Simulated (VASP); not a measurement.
# TlBr (Pm-3m) in VASP: a series of runs, part 2 of 4

VASP 6.6.1.

## (3) Vibrations by perturbation theory, LDA (27.74 Å³/atom)

This run uses another cell than the first one, of 27.74 Å³/atom.

Contents of INCAR:

```
PREC = Accurate
ENCUT = 500
EDIFF = 1E-8
ISMEAR = 0
SIGMA = 0.01
LREAL = False
LASPH = True
NELM = 120
ALGO = Normal
ISIF = 2
LWAVE = False
LCHARG = True
GGA = CA
NBANDS = 17
IBRION = 8
NSW = 1
LEPSILON = True
GGA_COMPAT = False
```

Contents of KPOINTS:

```
Automatic mesh
0
Gamma
  8 8 8
```

Contents of POSCAR:

```
TlBr
1.0
    3.8139320570      0.0000000000      0.0000000000
    0.0000000000      3.8139320570      0.0000000000
    0.0000000000      0.0000000000      3.8139320570
Tl Br
1 1
Direct
    0.0000000000      0.0000000000      0.0000000000
    0.5000000000      0.5000000000      0.5000000000
```

Potentials or basis: VASP PAW LDA potentials, release 64 (Tl_d, Br).

The run is started by

```bash
$ cat potpaw_LDA.64/Tl_d/POTCAR potpaw_LDA.64/Br/POTCAR > POTCAR
$ mpirun -np 1 vasp_std > vasp.out
```

OUTCAR:

```text
PREC = Accurate
   ENCUT = 500
   EDIFF = 1E-8
   ISMEAR = 0
   LREAL = False
   LASPH = True
   NELM = 120
   ISIF = 2
   GGA = CA
   IBRION = 8
   NSW = 1
   LEPSILON = True

 ion  position               nearest neighbor table
   1  0.000  0.000  0.000-   2 3.30   2 3.30   2 3.30   2 3.30   2 3.30   2 3.30   2 3.30   2 3.30

   2  0.500  0.500  0.500-   1 3.30   1 3.30   1 3.30   1 3.30   1 3.30   1 3.30   1 3.30   1 3.30

  LATTYP: Found a simple cubic cell.
 ALAT       =     3.8139320570

  Lattice vectors:

 A1 = (   3.8139320570,   0.0000000000,   0.0000000000)
 A2 = (   0.0000000000,   3.8139320570,   0.0000000000)
 A3 = (   0.0000000000,   0.0000000000,   3.8139320570)

Analysis of symmetry for initial positions (statically):
=====================================================================
 Subroutine PRICEL returns:
 Original cell was already a primitive cell.

 Routine SETGRP: Setting up the symmetry group for a
 simple cubic supercell.

 Subroutine GETGRP returns: Found 48 space group operations
 (whereof 48 operations were pure point group operations)
 out of a pool of 48 trial point group operations.

The static configuration has the point symmetry O_h .

Analysis of symmetry for dynamics (positions and initial velocities):
=====================================================================
 Subroutine PRICEL returns:
 Original cell was already a primitive cell.

 Routine SETGRP: Setting up the symmetry group for a
 simple cubic supercell.

 Subroutine GETGRP returns: Found 48 space group operations
 (whereof 48 operations were pure point group operations)
 out of a pool of 48 trial point group operations.

The dynamic configuration has the point symmetry O_h .

 Subroutine INISYM returns: Found 48 space group operations
 (whereof 48 operations are pure point group operations),
 and found     1 'primitive' translations

----------------------------------------------------------------------------------------

                                     Primitive cell

  volume of cell :      55.4778

  direct lattice vectors                    reciprocal lattice vectors
     3.813932057  0.000000000  0.000000000     0.262196595  0.000000000  0.000000000
     0.000000000  3.813932057  0.000000000     0.000000000  0.262196595  0.000000000
     0.000000000  0.000000000  3.813932057     0.000000000  0.000000000  0.262196595

  length of vectors
     3.813932057  3.813932057  3.813932057     0.262196595  0.262196595  0.262196595
[... 671 lines left out ...]
    -0.00000  0.00000  0.00829           (  0.00000  0.00000 -0.00001)

 PIEZOELECTRIC TENSOR FIELD DIRECTION 3  (C/m^2)
 -----------------------------------------------------------------------------
    -0.00115  0.00000  0.00000
     0.00000 -0.00115 -0.00000
    -0.00000  0.00000  0.00239

--------------------------------------- Ionic step        4  -------------------------------------------

------------------------ aborting loop because EDIFF is reached ----------------------------------------

[... ionic steps 5 to 6 ...]

--------------------------------------- Ionic step        7  -------------------------------------------

 Free energy of the ion-electron system (eV)
  ---------------------------------------------------
  ---------------------------------------------------
  free energy    TOTEN  =        -0.13977652 eV

  energy without entropy =       -0.13977652

------------------------ aborting loop because EDIFF is reached ----------------------------------------

 INTERNAL STRAIN TENSOR  FOR ION    2  DIRECTION 1   (eV/Angst):
 -----------------------------------------------------------------------------
    -0.01389 -0.00000  0.00000
     0.00000  0.01419  0.00000
    -0.00000  0.00000  0.01419

 MACROSCOPIC STATIC DIELECTRIC TENSOR (including local field effects in DFT)
 ------------------------------------------------------
           7.646761    -0.000000     0.000000
           0.000000     7.646761     0.000000
          -0.000000     0.000000     7.646761
 ------------------------------------------------------

 PIEZOELECTRIC TENSOR (including local field effects)  for field in x, y, z        (e  Angst)
          XX          YY          ZZ          XY          YZ          ZX
  --------------------------------------------------------------------------------
  x     0.00000     0.00000     0.00000     0.00000     0.00000     0.00000
  y     0.00000     0.00000     0.00000     0.00000     0.00000     0.00000
  z     0.00000     0.00000     0.00000     0.00000     0.00000     0.00000

 PIEZOELECTRIC TENSOR (including local field effects)  for field in x, y, z        (C/m^2)
          XX          YY          ZZ          XY          YZ          ZX
  --------------------------------------------------------------------------------
  x     0.00000     0.00000     0.00000     0.00000     0.00000     0.00000
  y     0.00000     0.00000     0.00000     0.00000     0.00000     0.00000
  z     0.00000     0.00000     0.00000     0.00000     0.00000     0.00000

 BORN EFFECTIVE CHARGES (including local field effects) (in |e|, cummulative output)
 ---------------------------------------------------------------------------------
 ion    1
    1     2.25895     0.00000     0.00000
    2     0.00000     2.25895     0.00000
    3    -0.00000     0.00000     2.25895
 ion    2
    1    -2.25895    -0.00000    -0.00000
    2    -0.00000    -2.25895     0.00000
    3     0.00000     0.00000    -2.25895

 INTERNAL STRAIN TENSOR FOR ION    2 for displacements in x,y,z  (eV/Angst):
          X           Y           Z          XY          YZ          ZX
  --------------------------------------------------------------------------------
  x     0.00000     0.00000     0.00000     0.00000     0.00000     0.00000
  y     0.00000     0.00000     0.00000     0.00000     0.00000     0.00000
  z     0.00000     0.00000     0.00000     0.00000     0.00000     0.00000

 SECOND DERIVATIVES (NOT SYMMETRIZED)
 ------------------------------------
               1X          1Y          1Z          2X          2Y          2Z
  1X    -0.592991   -0.000000    0.000000    0.592991    0.000000   -0.000000
  1Y    -0.000000   -0.592991    0.000000    0.000000    0.592991   -0.000000
  1Z    -0.000000    0.000000   -0.592991    0.000000   -0.000000    0.592991
  2X     0.614489   -0.000000   -0.000000   -0.614489    0.000000    0.000000
  2Y    -0.000000    0.614489    0.000000    0.000000   -0.614489   -0.000000
  2Z     0.000000    0.000000    0.614489   -0.000000   -0.000000   -0.614489

 Eigenvectors and eigenvalues of the dynamical matrix
 ----------------------------------------------------

   1 f  =    1.608972 THz    10.109468 2PiTHz   53.669523 cm-1     6.654170 meV
             X         Y         Z           dx          dy          dz
      0.000000  0.000000  0.000000     0.523412    0.000000   -0.000000
      1.906966  1.906966  1.906966    -0.852080   -0.000000    0.000000
[... 21 lines left out ...]
   6 f/i=    0.012777 THz     0.080281 2PiTHz    0.426196 cm-1     0.052842 meV
             X         Y         Z           dx          dy          dz
      0.000000  0.000000  0.000000    -0.000000   -0.000000   -0.852080
      1.906966  1.906966  1.906966     0.000000    0.000000   -0.523412

--------------------------------------------------------------------------------------------------------

 MACROSCOPIC STATIC DIELECTRIC TENSOR IONIC CONTRIBUTION
 ------------------------------------------------------
          27.564076    -0.000000     0.000000
          -0.000000    27.564076     0.000000
           0.000000     0.000000    27.564076
 ------------------------------------------------------

 ELASTIC MODULI CONTR FROM IONIC RELAXATION (kBar)
 Direction    XX          YY          ZZ          XY          YZ          ZX
 --------------------------------------------------------------------------------
 XX           0.0000      0.0000      0.0000      0.0000      0.0000      0.0000
 YY           0.0000      0.0000      0.0000      0.0000      0.0000      0.0000
 ZZ           0.0000      0.0000      0.0000      0.0000      0.0000      0.0000
 XY           0.0000      0.0000      0.0000      0.0000      0.0000      0.0000
 YZ           0.0000      0.0000      0.0000      0.0000      0.0000      0.0000
 ZX           0.0000      0.0000      0.0000      0.0000      0.0000      0.0000
 --------------------------------------------------------------------------------

 PIEZOELECTRIC TENSOR IONIC CONTR  for field in x, y, z        (C/m^2)
          XX          YY          ZZ          XY          YZ          ZX
  --------------------------------------------------------------------------------
  x     0.00000     0.00000     0.00000     0.00000     0.00000     0.00000
  y     0.00000     0.00000     0.00000     0.00000     0.00000     0.00000
  z     0.00000     0.00000     0.00000     0.00000     0.00000     0.00000
```

stdout:

```text
POSCAR found type information on POSCAR TlBr
 POSCAR found :  2 types and       2 ions
 scaLAPACK will be used
 LDA part: xc-table for (Slater(with rela. corr.)+CA(PZ))
 , standard interpolation
 POSCAR, INCAR and KPOINTS ok, starting setup
 FFT: planning ... GRIDC
 FFT: planning ... GRID_SOFT
 FFT: planning ... GRID
 WAVECAR not read
 entering main loop
[... 23 lines left out ...]
  Direction:   3
 dielectric tensor                  component  3 :     0.300     0.161     7.647
 Linear response DOF=           2
 Linear response progress:
 first order change of Fermi-energy   0.21203E-03
 force on displaced ion       1 direction 1 :  -0.593   0.000  -0.000
 Born effective charge ion    1 direction 1 :   2.252   0.000   0.000
 Linear response progress:
 first order change of Fermi-energy  -0.62052E-05
 force on displaced ion       2 direction 1 :  -0.614  -0.000   0.000
 Born effective charge ion    2 direction 1 :  -2.266   0.000   0.000
 Born effective charges drift removed
 Linear response finished
```

Run time: 2.7 min. Hardware: 1 thread of Intel Xeon 6975P-C (Granite Rapids), shared host; peak memory 0.3 GiB.

What came out:

```yaml
Electronic_dielectric_tensor_diagonal: 7.65
Born_charges_mean_of_the_diagonal: Tl +2.26; Br -2.26 e
Highest_phonon_frequency_at_Γ_LO-TO_splitting_left_out: 54 cm⁻¹
```

Phonon frequencies in cm⁻¹ (negative: imaginary):
```tsv
q point	frequencies
(0.000, 0.000, 0.000)	0 0 0 54 54 54
```

Electronic dielectric tensor:
```
7.65 0.00 0.00
0.00 7.65 0.00
0.00 0.00 7.65
```

Born effective charge tensors (e):
atom 1, Tl
```
2.26 0.00 0.00
0.00 2.26 0.00
0.00 0.00 2.26
```
atom 2, Br
```
-2.26  0.00  0.00
 0.00 -2.26  0.00
 0.00  0.00 -2.26
```

Caveat: spin-orbit coupling is left out, which moves the levels of the heavy elements.

(Continued in part 3 of 4.)
